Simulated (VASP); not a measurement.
# BaTiO3 (P4mm) in VASP: single point with PBE+U

Aim: the single point of BaTiO3 with PBE+U.

All numbers are computed with VASP 6.6.1; they aren't measurements. Logs are shortened: lines on timing, memory, paths and dates and some standing lists are left out, and cuts for length are marked.

### 1 The cell of the first run

Symmetry: P4mm, No. 99, tetragonal system. The conventional cell has a = 3.967 Å, b = 3.967 Å, c = 3.985 Å, α = 90.00°, β = 90.00°, γ = 90.00°. Within 3.7 Å of Ba (site symmetry 4mm) lie 12 O at 2.77 to 2.85 Å and 8 Ti at 3.40 to 3.48 Å. Within 2.5 Å of Ti (site symmetry 4mm) lie 6 O at 1.86 to 2.13 Å. O (site symmetry 4mm) has 2 Ti at 1.86 to 2.13 Å within 2.5 Å. O (site symmetry 2mm) has 2 Ti at 1.99 Å within 2.6 Å. Within 2.6 Å of O (site symmetry 2mm) lie 2 Ti at 1.99 Å.

### 2 Single point, PBE+U, collinear spin, zero start

Input file INCAR:

```
SYSTEM = BaTiO3
PREC = Accurate ; ENCUT = 520
EDIFF = 1E-6 ; ISMEAR = -1
SIGMA = 0.0293 ; LREAL = .False.
LASPH = .True. ; NELM = 150
ALGO = Normal ; ISIF = 2
LWAVE = .False. ; LCHARG = .False.
ISPIN = 2 ; MAGMOM = 0 0 0 0 0 0 0 0 0 0
LORBIT = 11 ; LMAXMIX = 4
LDAU = .True. ; LDAUTYPE = 2
LDAUL = -1 2 -1 ; LDAUU = 0 1.86 0
LDAUJ = 0 0 0 ; LDAUPRINT = 1
GGA = PE ; NBANDS = 55
```

Input file KPOINTS:

```
Automatic mesh
0
Gamma
  3 5 5
  0 0 0
```

Input file POSCAR:

```
BaTiO3
1.0
    7.9339107100      0.0000000000      0.0000000000
    0.0000000000      3.9669553600      0.0000000000
    0.0000000000      0.0000000000      3.9850059100
Ba Ti O
2 2 6
Direct
    0.0000000000      0.0000000000      0.0000000000
    0.5000000000      0.0000000000      0.0000000000
    0.2500000000      0.5000000000      0.4820000000
    0.7500000000      0.5000000000      0.4820000000
    0.2500000000      0.5000000000      0.0160000000
    0.7500000000      0.5000000000      0.0160000000
    0.2500000000      0.0000000000      0.5150000000
    0.7500000000      0.0000000000      0.5150000000
    0.0000000000      0.5000000000      0.5150000000
    0.5000000000      0.5000000000      0.5150000000
```

Potentials or basis: VASP PAW PBE potentials, release 64 (Ba_sv, Ti_sv, O).

Launch:

```sh
> cat potpaw_PBE.64/Ba_sv/POTCAR potpaw_PBE.64/Ti_sv/POTCAR potpaw_PBE.64/O/POTCAR > POTCAR
> mpirun -np 1 vasp_std > vasp.out
```

OUTCAR:

```text
SYSTEM = BaTiO3
   PREC = Accurate
   ENCUT = 520
   EDIFF = 1E-6
   ISMEAR = -1
   LREAL = .False.
   LASPH = .True.
   NELM = 150
   ISIF = 2
   ISPIN = 2
   LORBIT = 11
   GGA = PE

 ion  position               nearest neighbor table
   1  0.000  0.000  0.000-   7 2.77   8 2.77   9 2.77   9 2.77   5 2.81   5 2.81   6 2.81   6 2.81
                             7 2.85   8 2.85   9 2.85   9 2.85   4 3.40   3 3.40   4 3.40   3 3.40
   2  0.500  0.000  0.000-   7 2.77   8 2.77  10 2.77  10 2.77   5 2.81   5 2.81   6 2.81   6 2.81
                             7 2.85   8 2.85  10 2.85  10 2.85   4 3.40   3 3.40   4 3.40   3 3.40
   3  0.250  0.500  0.482-   5 1.86   9 1.99  10 1.99   7 1.99   7 1.99   5 2.13   2 3.40   1 3.40
                             2 3.40   1 3.40   2 3.48   2 3.48   1 3.48   1 3.48
   4  0.750  0.500  0.482-   6 1.86   9 1.99  10 1.99   8 1.99   8 1.99   6 2.13   2 3.40   1 3.40
                             2 3.40   1 3.40   2 3.48   2 3.48   1 3.48   1 3.48
   5  0.250  0.500  0.016-   3 1.86   3 2.13   1 2.81   2 2.81   1 2.81   2 2.81
   6  0.750  0.500  0.016-   4 1.86   4 2.13   1 2.81   2 2.81   1 2.81   2 2.81
   7  0.250  0.000  0.515-   3 1.99   3 1.99   1 2.77   2 2.77   2 2.85   1 2.85
   8  0.750  0.000  0.515-   4 1.99   4 1.99   1 2.77   2 2.77   2 2.85   1 2.85
   9  0.000  0.500  0.515-   3 1.99   4 1.99   1 2.77   1 2.77   1 2.85   1 2.85
  10  0.500  0.500  0.515-   3 1.99   4 1.99   2 2.77   2 2.77   2 2.85   2 2.85

  LATTYP: Found a simple orthorhombic cell.
 ALAT       =     3.9669553600
 B/A-ratio  =     1.0045502277
 C/A-ratio  =     1.9999999975

  Lattice vectors:

 A1 = (   0.0000000000,   3.9669553600,   0.0000000000)
 A2 = (   0.0000000000,   0.0000000000,   3.9850059100)
 A3 = (   7.9339107100,   0.0000000000,   0.0000000000)

Analysis of symmetry for initial positions (statically):
=====================================================================
 Subroutine PRICEL returns following result:

  LATTYP: Found a simple tetragonal cell.
 ALAT       =     3.9669553550
 C/A-ratio  =     1.0045502289
[... 12 lines left out ...]
 Subroutine GETGRP returns: Found  4 space group operations
 (whereof  4 operations were pure point group operations)
 out of a pool of  8 trial point group operations.

The static configuration has the point symmetry C_2v.

Analysis of symmetry for dynamics (positions and initial velocities):
=====================================================================
 Subroutine PRICEL returns following result:

  LATTYP: Found a simple tetragonal cell.
 ALAT       =     3.9669553550
 C/A-ratio  =     1.0045502289
[... 12 lines left out ...]
 Subroutine GETGRP returns: Found  4 space group operations
 (whereof  4 operations were pure point group operations)
 out of a pool of  8 trial point group operations.

The dynamic configuration has the point symmetry C_2v.

Analysis of structural, dynamic, and magnetic symmetry:
=====================================================================
 Subroutine PRICEL returns following result:

  LATTYP: Found a simple tetragonal cell.
 ALAT       =     3.9669553550
 C/A-ratio  =     1.0045502289
[... 12 lines left out ...]
 Subroutine GETGRP returns: Found  4 space group operations
 (whereof  4 operations were pure point group operations)
 out of a pool of  8 trial point group operations.

The overall configuration has the point symmetry C_2v.

 Subroutine INISYM returns: Found  4 space group operations
 (whereof  4 operations are pure point group operations),
 and found     2 'primitive' translations

----------------------------------------------------------------------------------------

                                     Primitive cell

  volume of cell :      62.7110

  direct lattice vectors                    reciprocal lattice vectors
     3.966955355  0.000000000  0.000000000     0.252082494  0.000000000  0.000000000
     0.000000000  3.966955360  0.000000000     0.000000000  0.252082494  0.000000000
     0.000000000  0.000000000  3.985005910     0.000000000  0.000000000  0.250940657

  length of vectors
     3.966955355  3.966955360  3.985005910     0.252082494  0.252082494  0.250940657

  position of ions in fractional coordinates (direct lattice)
     0.000000000  0.000000000  0.000000000
     0.500000000  0.500000000  0.482000000
     0.500000000  0.500000000  0.016000000
     0.500000000  0.000000000  0.515000000
     0.000000000  0.500000000  0.515000000

[... 141 lines left out ...]
  o =  0.1227  v =  0.0000  0.0000  0.0000 -1.0000  0.0000  0.0000  0.0000  0.0000  0.0000  0.0000      0.0000  0.0000  0.0000  0.0000  0.0000  0.0000  0.0000  0.0000  0.0000  0.0000
  o =  0.1228  v =  0.0000  0.0000  0.0000  0.0000  0.0000  0.0000  1.0000 -0.0000  0.0000  0.0000      0.0000  0.0000  0.0000  0.0000  0.0000  0.0000  0.0000  0.0000  0.0000  0.0000
  o =  0.1228  v =  0.0000  1.0000 -0.0000  0.0000  0.0000  0.0000  0.0000  0.0000  0.0000  0.0000      0.0000  0.0000  0.0000  0.0000  0.0000  0.0000  0.0000  0.0000  0.0000  0.0000
  o =  0.2436  v =  0.0000  0.0000  0.0000  0.0000  0.0000  0.0000  0.0000 -0.0034  0.0000 -1.0000      0.0000  0.0000  0.0000  0.0000  0.0000  0.0000  0.0000  0.0000  0.0000  0.0000
  o =  0.2436  v =  0.0000  0.0000 -0.0034 -0.0000 -1.0000  0.0000  0.0000  0.0000  0.0000  0.0000      0.0000  0.0000  0.0000  0.0000  0.0000  0.0000  0.0000  0.0000  0.0000  0.0000
  o =  0.2558  v =  0.0000  0.0000  0.0000  0.0000  0.0000  0.0000 -0.0000 -1.0000 -0.0000  0.0034      0.0000  0.0000  0.0000  0.0000  0.0000  0.0000  0.0000  0.0000  0.0000  0.0000
  o =  0.2558  v =  0.0000 -0.0000 -1.0000  0.0000  0.0034  0.0000  0.0000  0.0000  0.0000  0.0000      0.0000  0.0000  0.0000  0.0000  0.0000  0.0000  0.0000  0.0000  0.0000  0.0000

atom =   4  type =  2  l = 2

 onsite density matrix

spin component  1

  0.1132  0.0000  0.0000 -0.0000 -0.0000
  0.0000  0.1228  0.0000 -0.0000  0.0000
  0.0000  0.0000  0.2558  0.0000 -0.0000
 -0.0000 -0.0000  0.0000  0.1227 -0.0000
 -0.0000  0.0000 -0.0000 -0.0000  0.2436

spin component  2

  0.1132  0.0000  0.0000 -0.0000 -0.0000
  0.0000  0.1228  0.0000 -0.0000  0.0000
  0.0000  0.0000  0.2558  0.0000 -0.0000
 -0.0000 -0.0000  0.0000  0.1227 -0.0000
 -0.0000  0.0000 -0.0000 -0.0000  0.2436

 occupancies and eigenvectors

  o =  0.1132  v =  1.0000  0.0000  0.0000  0.0000  0.0000  0.0000  0.0000  0.0000  0.0000  0.0000      0.0000  0.0000  0.0000  0.0000  0.0000  0.0000  0.0000  0.0000  0.0000  0.0000
  o =  0.1132  v =  0.0000  0.0000  0.0000  0.0000  0.0000  1.0000  0.0000  0.0000  0.0000  0.0000      0.0000  0.0000  0.0000  0.0000  0.0000  0.0000  0.0000  0.0000  0.0000  0.0000
  o =  0.1227  v =  0.0000  0.0000  0.0000  0.0000  0.0000  0.0000  0.0000 -0.0000 -1.0000 -0.0000      0.0000  0.0000  0.0000  0.0000  0.0000  0.0000  0.0000  0.0000  0.0000  0.0000
  o =  0.1227  v =  0.0000  0.0000 -0.0000 -1.0000 -0.0000  0.0000  0.0000  0.0000  0.0000  0.0000      0.0000  0.0000  0.0000  0.0000  0.0000  0.0000  0.0000  0.0000  0.0000  0.0000
  o =  0.1228  v =  0.0000  0.0000  0.0000  0.0000  0.0000  0.0000  1.0000  0.0000  0.0000 -0.0000      0.0000  0.0000  0.0000  0.0000  0.0000  0.0000  0.0000  0.0000  0.0000  0.0000
  o =  0.1228  v =  0.0000  1.0000  0.0000  0.0000  0.0000  0.0000  0.0000  0.0000  0.0000  0.0000      0.0000  0.0000  0.0000  0.0000  0.0000  0.0000  0.0000  0.0000  0.0000  0.0000
  o =  0.2436  v =  0.0000  0.0000  0.0000  0.0000  0.0000  0.0000  0.0000 -0.0034  0.0000 -1.0000      0.0000  0.0000  0.0000  0.0000  0.0000  0.0000  0.0000  0.0000  0.0000  0.0000
  o =  0.2436  v =  0.0000  0.0000 -0.0034 -0.0000 -1.0000  0.0000  0.0000  0.0000  0.0000  0.0000      0.0000  0.0000  0.0000  0.0000  0.0000  0.0000  0.0000  0.0000  0.0000  0.0000
  o =  0.2558  v =  0.0000  0.0000  0.0000  0.0000  0.0000  0.0000  0.0000 -1.0000  0.0000  0.0034      0.0000  0.0000  0.0000  0.0000  0.0000  0.0000  0.0000  0.0000  0.0000  0.0000
  o =  0.2558  v =  0.0000  0.0000 -1.0000  0.0000  0.0034  0.0000  0.0000  0.0000  0.0000  0.0000      0.0000  0.0000  0.0000  0.0000  0.0000  0.0000  0.0000  0.0000  0.0000  0.0000

 number of electron      79.9999958 magnetization       0.0000000

 Free energy of the ion-electron system (eV)
  ---------------------------------------------------
  ext. energy  EPLUGINS =         0.00000000
  ---------------------------------------------------
  free energy    TOTEN  =       -77.21123382 eV

  energy without entropy =      -77.21123382  energy(sigma->0) =      -77.21123382

 E-fermi :   4.8469     XC(G=0): -11.3753

 val. band max:        4.0197260666   @ k =   0.0000   0.4000   0.4000
 cond. band min:       6.1614371343   @ k =   0.0000   0.0000   0.0000
 fundamental gap:      2.1417110678
 Fermi energy:         4.8469352015

 spin component 1

 k-point     1 :       0.0000    0.0000    0.0000
  band No.  band energies     occupation
      1     -52.8593      1.00000
      2     -52.8582      1.00000
      3     -29.1167      1.00000
      4     -29.1058      1.00000
      5     -29.1035      1.00000
      6     -29.0612      1.00000
[... 979 lines left out ...]
     51      11.7397      0.00000
     52      11.8247      0.00000
 Fermi energy:         4.8469352015

 spin component 2

 k-point     1 :       0.0000    0.0000    0.0000
  band No.  band energies     occupation
      1     -52.8593      1.00000
      2     -52.8582      1.00000
      3     -29.1167      1.00000
      4     -29.1058      1.00000
      5     -29.1035      1.00000
      6     -29.0612      1.00000
[... 979 lines left out ...]
     51      11.7397      0.00000
     52      11.8247      0.00000
 [bands above 52 left out]

------------------------ aborting loop because EDIFF is reached ----------------------------------------

  FORCE on cell =-STRESS in cart. coord.  units (eV):
  Direction    XX          YY          ZZ          XY          YZ          ZX
  --------------------------------------------------------------------------------------
  -------------------------------------------------------------------------------------
  Total        7.9071923      7.9077262      9.4739551      0.0000000      0.0000000      0.0000000
  in kB      101.0088190    101.0156386    121.0231105      0.0000000      0.0000000      0.0000000
  external PRESSURE =     107.6825227 kB  Pullay stress =       0.0000000 kB

 VOLUME and BASIS-vectors are now :
 -----------------------------------------------------------------------------
  energy-cutoff  :      520.00
  volume of cell :      125.42
      direct lattice vectors                 reciprocal lattice vectors
     7.933910710  0.000000000  0.000000000     0.126041247  0.000000000  0.000000000
     0.000000000  3.966955360  0.000000000     0.000000000  0.252082494  0.000000000
     0.000000000  0.000000000  3.985005910     0.000000000  0.000000000  0.250940657

 POSITION                                       TOTAL-FORCE (eV/Angst)
 -----------------------------------------------------------------------------------
      0.00000      0.00000      0.00000         0.000000     -0.000000     -0.060195
      3.96696      0.00000      0.00000         0.000000     -0.000000     -0.060195
      1.98348      1.98348      1.92077         0.000000      0.000000      0.544316
      5.95043      1.98348      1.92077         0.000000     -0.000000      0.544316
      1.98348      1.98348      0.06376         0.000000      0.000000     -0.182357
      5.95043      1.98348      0.06376        -0.000000      0.000000     -0.182357
      1.98348      0.00000      2.05228         0.000000     -0.000000     -0.148569
      5.95043      0.00000      2.05228        -0.000000     -0.000000     -0.148569
      0.00000      1.98348      2.05228         0.000000     -0.000000     -0.153195
      3.96696      1.98348      2.05228         0.000000     -0.000000     -0.153195
 -----------------------------------------------------------------------------------
    total drift:                                0.000000     -0.000000     -0.000874

  FREE ENERGIE OF THE ION-ELECTRON SYSTEM (eV)
  ---------------------------------------------------
  free  energy   TOTEN  =       -77.2112338235 eV

  energy  without entropy=      -77.2112338235  energy(sigma->0) =      -77.21123382

 total charge

# of ion       s       p       d       tot
------------------------------------------
    1        2.010   5.657   0.350   8.017
    2        2.010   5.657   0.350   8.017
    3        2.225   6.294   1.688  10.207
    4        2.225   6.294   1.688  10.207
    5        1.568   3.491   0.000   5.059
    6        1.568   3.491   0.000   5.059
    7        1.564   3.489   0.000   5.053
    8        1.564   3.489   0.000   5.053
    9        1.564   3.489   0.000   5.053
   10        1.564   3.489   0.000   5.053
--------------------------------------------------
tot         17.862  44.841   4.075  66.778

 magnetization (x)

# of ion       s       p       d       tot
------------------------------------------
    1       -0.000   0.000  -0.000  -0.000
    2       -0.000   0.000  -0.000  -0.000
    3        0.000  -0.000   0.000  -0.000
    4        0.000  -0.000   0.000  -0.000
    5       -0.000  -0.000   0.000  -0.000
    6       -0.000  -0.000   0.000  -0.000
    7       -0.000  -0.000   0.000  -0.000
    8       -0.000  -0.000   0.000  -0.000
    9       -0.000  -0.000   0.000  -0.000
   10       -0.000  -0.000   0.000  -0.000
--------------------------------------------------
tot         -0.000  -0.000   0.000  -0.000
```

Run time: 2.1 min. Hardware: 1 thread of Intel Xeon Platinum 8481C at 2.70GHz (Sapphire Rapids), shared host; peak memory 0.38 GiB.

Results:

```
Free energy                                           : -77.2112 eV
Pressure                                              : 10.8 GPa
Largest force                                         : 0.544 eV/Å
Band gap on the k mesh                                : 2.14 eV
Net moment                                            : 0.00 μB per cell
Valence electrons inside the program's atomic spheres : Ba 8.02; Ti 10.21; O 5.06, 5.05
```

Forces on the atoms (eV/Å):
```
Ba   0.000  0.000 -0.060
Ba   0.000  0.000 -0.060
Ti   0.000  0.000  0.544
Ti   0.000  0.000  0.544
O    0.000  0.000 -0.182
O    0.000  0.000 -0.182
O    0.000  0.000 -0.149
O    0.000  0.000 -0.149
O    0.000  0.000 -0.153
O    0.000  0.000 -0.153
```

Stress tensor (GPa, compression positive):
```
10.10  0.00  0.00
 0.00 10.10  0.00
 0.00  0.00 12.10
```

Eigenvalues of the final occupation matrices:
| site | spin | trace | eigenvalues |
| --- | --- | --- | --- |
| site 3 d | 1 | 0.86 | 0.11 0.12 0.12 0.24 0.26 |
| site 3 d | 2 | 0.86 | 0.11 0.12 0.12 0.24 0.26 |
| site 4 d | 1 | 0.86 | 0.11 0.12 0.12 0.24 0.26 |
| site 4 d | 2 | 0.86 | 0.11 0.12 0.12 0.24 0.26 |

Caveat: spin-orbit coupling is left out, which moves the levels of the heavy elements. A k mesh can miss the band edges.
